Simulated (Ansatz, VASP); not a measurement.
**BN in VASP and in Ansatz**

```
CELL_PARAMETERS angstrom
2.39598 -0.02105 0.16932
-1.21622 2.19697 0.01006
0.44208 0.28557 6.75984
ATOMIC_POSITIONS crystal
B 0.30569 0.62716 0.24391
B 0.65819 0.35534 0.75348
N 0.33378 0.67298 0.74494
N 0.70234 0.34452 0.25767
```

Change from the starting cell: all atoms moved at random, sigma 0.05 Å a component, cell strained at random, sigma 0.06.

Alike in both runs: task single point; functional LDA; k mesh 12 × 12 × 4; occupations gaussian, width 0.05 eV; no spin polarisation.

```csv
,VASP,Ansatz
version,VASP 6.6.1,Ansatz 0.2.0
potentials or method,"VASP PAW LDA potentials, release 64 (B, N), cutoff 520 eV","scalar-relativistic, plane waves, PAW"
valence electrons in the cell,16,16
```

|  | VASP | Ansatz | Ansatz less VASP |
| --- | --- | --- | --- |
| gap on the k mesh at the Fermi level (eV) | 3.06 | 3.07 | +0.014 |
| least direct gap on the mesh (eV) | 3.71 | 3.72 | +0.018 |
| pressure (GPa) | 17.7 | 17.4 | -0.32 |
| traceless stress, the component that is largest in VASP (GPa) | 40.50 | 40.22 | -0.279 |
| rms of the force components (eV/Å) | 4.243 | 4.264 | +0.0204 |

LDA's correlation is that of Perdew and Zunger in VASP and of Perdew and Wang (1992) in Ansatz. Atom by atom the forces differ by 0.021 eV/Å (rms over components).
